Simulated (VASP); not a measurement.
Si, 4 atoms in the cell. The typed cell holds 4 atoms: a = 5.081 Å, b = 5.081 Å, c = 5.081 Å, α = 98.23°, β = 98.23°, γ = 135.53°.  This cell differs from its parent crystal: atoms moved at random.

- Program: VASP 6.6.1
- Task: single point
- Functional: LDA
- Potentials or basis: VASP PAW LDA potentials, release 64 (Si)
- Cutoff: 520 eV
- k mesh: 10 × 10 × 10
- Occupations: gaussian, width 0.03 eV
- Spin: no spin polarisation
- Dipole correction: no
- Further INCAR settings: ALGO = Normal; EDIFF = 1e-06; NBANDS = 16

Potentials or basis: VASP PAW LDA potentials, release 64 (Si).

Launch:

```bash
$ cat potpaw_LDA.64/Si/POTCAR > POTCAR
$ mpirun -np 1 vasp_std > vasp.out
```

Hardware: 1 thread of Intel(R) Xeon(R) Platinum 8488C (Sapphire Rapids), on a shared host.

Task: How long does it take, and how much memory?

Result: It took 12 min on 1 thread of Intel(R) Xeon(R) Platinum 8488C (Sapphire Rapids) (shared host), peak memory 0.56 GiB. Counts: scf iterations 12, k points 504.
